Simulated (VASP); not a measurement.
# CsO (Immm) in VASP: a series of runs, part 2 of 2

VASP 6.6.1. Earlier steps stand in the parts before.

**3. Single point, LDA (strain -0.025 along x and y, +0.000 along z)**

Contents of INCAR:

```
PREC     = Accurate       # precision mode
ENCUT    = 520            # plane-wave cutoff, eV
EDIFF    = 1E-6           # SCF threshold, eV
ISMEAR   = 0              # smearing method
SIGMA    = 0.05           # smearing width, eV
LREAL    = F              # projectors in reciprocal space
LASPH    = T              # aspherical terms in the spheres
NELM     = 60             # most SCF steps
ALGO     = Normal         # electronic algorithm
ISIF     = 2              # what is computed and relaxed
LWAVE    = F              # write WAVECAR
LCHARG   = T              # write CHGCAR
GGA      = CA             # functional
LELF     = T              # ELF
LVHAR    = T            
NBANDS   = 23             # bands
```

Contents of KPOINTS:

```
regular mesh
0
Gamma
  8 8 8
```

Contents of POSCAR:

```
CsO
1.0
   -2.1069750000      3.1346250000      3.7585000000
    2.1069750000     -3.1346250000      3.7585000000
    2.1069750000      3.1346250000     -3.7585000000
Cs O
2 2
Direct
    0.2500000000      0.2500000000      0.0000000000
    0.7500000000      0.7500000000      0.0000000000
    0.6200000000      0.0000000000      0.6200000000
    0.3800000000      0.0000000000      0.3800000000
```

Potentials or basis: VASP PAW LDA potentials, release 64 (Cs_sv, O).

Command:

```console
$ cat potpaw_LDA.64/Cs_sv/POTCAR potpaw_LDA.64/O/POTCAR > POTCAR
$ mpirun -np 1 vasp_std > vasp.out
```

Run time: 2.4 min. Hardware: 1 thread of AMD EPYC 9R45 (Zen 5), shared host; peak memory 0.28 GiB.

The run converged. Its results:

| Item | Value |
| --- | --- |
| Free energy | -17.9489 eV |
| Pressure | -1.8 GPa |
| Largest force | 0.530 eV/Å |
| Band gap on the k mesh | 1.65 eV (least direct gap 1.81 eV) |

Forces in eV/Å, atoms in the order of the input:
```
Cs   0.000  0.000  0.152
Cs   0.000  0.000 -0.152
O    0.000 -0.530  0.000
O    0.000  0.530  0.000
```

Stress tensor (GPa, compression positive):
```
-1.17  0.00  0.00
 0.00 -2.13  0.00
 0.00  0.00 -2.23
```

Levels at points of the mesh, in eV from the valence-band top:
```csv
k point,band 13,band 14,band 15,band 16,band 17,band 18
"(0.00, 0.00, 0.00)",-3.85,-0.78,0.00,1.81,2.06,2.79
"(0.50, 0.00, 0.00)",-3.72,-0.57,-0.52,2.45,3.61,3.67
"(0.00, 0.50, 0.00)",-3.35,-0.91,-0.41,2.83,3.27,5.02
"(0.50, 0.50, 0.00)",-3.46,-0.92,-0.81,2.67,2.97,3.30
"(0.50, 0.50, 0.50)",-3.57,-0.76,-0.48,1.83,3.46,3.66
```

Caveat: the cell differs from its parent crystal (strain -0.025 along x and y, +0.000 along z); spin-orbit coupling is left out, which moves the levels of the heavy elements.

**4. Single point, LDA (strain +0.000 along x and y, -0.025 along z)**

Contents of INCAR:

```
ALGO = Normal
EDIFF = 1E-6
ENCUT = 520
GGA = CA
ISIF = 2
ISMEAR = 0
LASPH = T
LCHARG = F
LREAL = F
LWAVE = F
NBANDS = 23
NELM = 60
PREC = Accurate
SIGMA = 0.05
```

Contents of KPOINTS:

```
k-points
0
Gamma
  8 8 8
```

Contents of POSCAR:

```
CsO
1.0
   -2.1610000000      3.2150000000      3.6645375000
    2.1610000000     -3.2150000000      3.6645375000
    2.1610000000      3.2150000000     -3.6645375000
Cs O
2 2
Direct
    0.2500000000      0.2500000000      0.0000000000
    0.7500000000      0.7500000000      0.0000000000
    0.6200000000      0.0000000000      0.6200000000
    0.3800000000      0.0000000000      0.3800000000
```

Potentials or basis: VASP PAW LDA potentials, release 64 (Cs_sv, O).

Command:

```console
$ cat potpaw_LDA.64/Cs_sv/POTCAR potpaw_LDA.64/O/POTCAR > POTCAR
$ mpirun -np 1 vasp_std > vasp.out
```

OUTCAR:

```text
EDIFF = 1E-6
   ENCUT = 520
   GGA = CA
   ISIF = 2
   ISMEAR = 0
   LASPH = T
   LREAL = F
   NELM = 60
   PREC = Accurate

 ion  position               nearest neighbor table
   1  0.250  0.250  0.000-
   2  0.750  0.750  0.000-
   3  0.620  0.000  0.620-   4 1.54
   4  0.380  0.000  0.380-   3 1.54

[... 823 lines left out ...]

  FORCE on cell =-STRESS in cart. coord.  units (eV):
  Direction    XX          YY          ZZ          XY          YZ          ZX
  --------------------------------------------------------------------------------------
  -------------------------------------------------------------------------------------
  Total       -1.3398537     -2.9844967     -0.8969237      0.0000000      0.0000000      0.0000000
  in kB      -21.0791486    -46.9533713    -14.1107851      0.0000000      0.0000000      0.0000000
  external PRESSURE =     -27.3811016 kB  Pullay stress =       0.0000000 kB

 VOLUME and BASIS-vectors are now :
 -----------------------------------------------------------------------------
  energy-cutoff  :      520.00
  volume of cell :      101.84
      direct lattice vectors                 reciprocal lattice vectors
    -2.161000000  3.215000000  3.664537500     0.000000000  0.155520995  0.136442866
     2.161000000 -3.215000000  3.664537500     0.231374364  0.000000000  0.136442866
     2.161000000  3.215000000 -3.664537500     0.231374364  0.155520995  0.000000000

 POSITION                                       TOTAL-FORCE (eV/Angst)
 -----------------------------------------------------------------------------------
      0.00000      0.00000      1.83227        -0.000000     -0.000000      0.166513
      0.00000      0.00000      5.49681         0.000000     -0.000000     -0.166513
      0.00000      3.98660      0.00000        -0.000000     -1.145530      0.000000
      0.00000      2.44340      0.00000        -0.000000      1.145530     -0.000000
 -----------------------------------------------------------------------------------
    total drift:                               -0.000000     -0.000000      0.000000

  FREE ENERGIE OF THE ION-ELECTRON SYSTEM (eV)
  ---------------------------------------------------
  free  energy   TOTEN  =       -17.8984065934 eV

  energy  without entropy=      -17.8984065934  energy(sigma->0) =      -17.89840659
```

stdout:

```text
POSCAR found type information on POSCAR CsO
 POSCAR found :  2 types and       4 ions
 scaLAPACK will be used
 LDA part: xc-table for (Slater(with rela. corr.)+CA(PZ))
 , standard interpolation
 POSCAR, INCAR and KPOINTS ok, starting setup
 FFT: planning ... GRIDC
 FFT: planning ... GRID_SOFT
 FFT: planning ... GRID
 WAVECAR not read
 entering main loop
```

Run time: 2.2 min. Hardware: 1 thread of AMD EPYC 9R45 (Zen 5), shared host; peak memory 0.28 GiB.

What came out:

| Item | Value |
| --- | --- |
| Free energy | -17.8984 eV |
| Pressure | -2.7 GPa |
| Largest force | 1.146 eV/Å |
| Band gap on the k mesh | 1.62 eV (least direct gap 1.78 eV) |

Forces in eV/Å, atoms in the order of the input:
```
Cs   0.000  0.000  0.167
Cs   0.000  0.000 -0.167
O    0.000 -1.146  0.000
O    0.000  1.146  0.000
```

Stress tensor (GPa, compression positive):
```
-2.11  0.00  0.00
 0.00 -4.70  0.00
 0.00  0.00 -1.41
```

Levels at points of the mesh, in eV from the valence-band top:
```tsv
k point	band 11	band 12	band 13	band 14	band 15	band 16	band 17	band 18	band 19	band 20
(0.00, 0.00, 0.00)	-5.17	-3.69	-3.61	-0.82	0.00	1.85	1.90	2.97	4.45	5.16
(0.50, 0.00, 0.00)	-5.03	-3.60	-3.43	-0.59	-0.49	2.50	3.49	3.90	5.13	5.71
(0.00, 0.50, 0.00)	-5.01	-3.24	-3.09	-0.83	-0.41	2.86	2.95	4.98	5.50	5.57
(0.50, 0.50, 0.00)	-5.05	-3.33	-3.13	-0.86	-0.75	2.64	2.98	3.25	4.63	5.08
(0.50, 0.50, 0.50)	-5.03	-3.81	-3.28	-0.65	-0.50	2.05	3.08	3.97	3.99	4.90
```

Caveat: the cell differs from its parent crystal (strain +0.000 along x and y, -0.025 along z); spin-orbit coupling is left out, which moves the levels of the heavy elements; forces of over 1 eV/Å act on the atoms, so gaps and moduli don't describe the material at rest. A k mesh can miss the band edges.

**5. The runs side by side**

| cell | gap on the mesh (eV) | pressure (GPa) | largest force (eV/Å) |
| --- | --- | --- | --- |
| a = 5.268 Å, angles 131.6, 104.8, 94.7°, 4 atoms | 1.67 | -1.9 | 1.18 |
| a = 5.328 Å, angles 133.4, 107.9, 90.3°, 4 atoms | 1.65 | -1.8 | 0.53 |
| a = 5.332 Å, angles 132.2, 105.8, 93.2°, 4 atoms | 1.62 | -2.7 | 1.15 |

Alike in all rows: task single point; level LDA; potentials or basis VASP PAW LDA potentials, release 64 (Cs_sv, O); no spin polarisation; k mesh 8 × 8 × 8; cutoff (eV) 520; smearing gaussian 0.05 eV.

Caveats: spin-orbit coupling is left out, which moves the levels of the heavy elements; forces of over 1 eV/Å act on the atoms, so gaps and moduli don't describe the material at rest (at least some runs).

Absolute energies hang on the potentials; compare differences alone.
